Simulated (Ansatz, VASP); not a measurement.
# Ti in VASP and in Ansatz

```
Ti
1.0
     0.00000    2.21295    1.50414
     2.21295    0.00000    1.50414
     2.21295    2.21295    0.00000
Ti
1
Direct
  0.00000 0.00000 0.00000
```

Alike in both runs: task single point; functional LDA; k mesh 22 × 22 × 22; occupations gaussian, width 0.15 eV; no spin polarisation.

```csv
,VASP,Ansatz
version,VASP 6.6.1,Ansatz 0.2.0
potentials or method,"VASP PAW LDA potentials, release 64 (Ti_sv), cutoff 520 eV","scalar-relativistic, plane waves, PAW"
valence electrons in the cell,12,12
```

```tsv
	VASP	Ansatz	Ansatz less VASP
gap on the k mesh at the Fermi level (eV)	none	none	-
pressure (GPa)	9.7	10.0	+0.26
traceless stress, the component that is largest in VASP (GPa)	-0.49	-0.48	+0.014
```

Ansatz warns that its potentials were made for another functional, while VASP's fit it. LDA's correlation is that of Perdew and Zunger in VASP and of Perdew and Wang (1992) in Ansatz. A gap of «none» marks a metal or a gap that the smearing closes.
